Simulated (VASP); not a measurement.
Here is a VASP 6.6.1 calculation.

INCAR

```
PREC     = Accurate       # precision mode
ENCUT    = 520            # plane-wave cutoff, eV
EDIFF    = 1E-6           # SCF threshold, eV
ISMEAR   = 0              # smearing method
SIGMA    = 0.1            # smearing width, eV
LREAL    = F              # projectors in reciprocal space
LASPH    = T              # aspherical terms in the spheres
NELM     = 60             # most SCF steps
ALGO     = Normal         # electronic algorithm
ISIF     = 2              # what is computed and relaxed
LWAVE    = F              # write WAVECAR
LCHARG   = T              # write CHGCAR
GGA      = PE             # functional
LELF     = T              # ELF
LVHAR    = T            
NBANDS   = 26             # bands
```

KPOINTS

```
regular mesh
0
Gamma
  3 3 3
```

POSCAR

```
RbGe2
1.0
    2.8715464234      1.6578881005      3.1975837265
   -2.8715464234      1.6578881005      3.1975837265
    0.0000000000     -3.3157762011      3.1975837265
Rb Ge
1 2
Direct
    0.5000000000      0.5000000000      0.5000000000
    0.8669452479      0.8669452479      0.8669452479
    0.1330547521      0.1330547521      0.1330547521
```

Potentials or basis: VASP PAW PBE potentials, release 64 (Rb_sv, Ge_d).

The run is started by

```console
$ cat potpaw_PBE.64/Rb_sv/POTCAR potpaw_PBE.64/Ge_d/POTCAR > POTCAR
$ mpirun -np 1 vasp_std > vasp.out
```

(1) Estimate the largest force.

(2) What does it give for the pressure?

Results:

(1) 0.008 eV/Å.

(2) 0.1 GPa.

Caveat: the k points lie up to 0.47 Å⁻¹ apart.
